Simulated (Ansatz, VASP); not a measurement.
ScGa5S in VASP and in Ansatz

```
CELL_PARAMETERS angstrom
5.24068 0.00000 0.00000
0.00000 5.24068 0.00000
0.00000 0.00000 6.60624
ATOMIC_POSITIONS crystal
Sc 0.50000 0.50000 0.17353
Ga 0.74855 0.74855 0.50748
Ga 0.25145 0.25145 0.50748
Ga 0.25145 0.74855 0.50748
Ga 0.74855 0.25145 0.50748
Ga 0.00000 0.00000 0.15296
S 0.50000 0.50000 0.80226
```

Alike in both runs: functional PBE; k mesh 4 × 4 × 2; occupations gaussian, width 0.2 eV; no spin polarisation.

Ansatz relaxed the structure, and its values are those at the end. VASP's run is a single point on that final structure, the one shown.

|  | VASP | Ansatz |
| --- | --- | --- |
| version | VASP 6.6.1 | Ansatz 0.2.0 |
| potentials or method | VASP PAW PBE potentials, release 64 (Sc_sv, Ga_d, S), cutoff 520 eV | scalar-relativistic, plane waves, PAW |
| valence electrons in the cell | 82 | 82 |

```tsv
	VASP	Ansatz	Ansatz less VASP
gap on the k mesh at the Fermi level (eV)	none	none	-
pressure (GPa)	0.2	0.1	-0.08
rms of the force components (eV/Å)	0.051	0.050	-0.0008
```

A gap of «none» marks a metal or a gap that the smearing closes.

The k mesh is coarse, so the values compare programs but aren't converged.
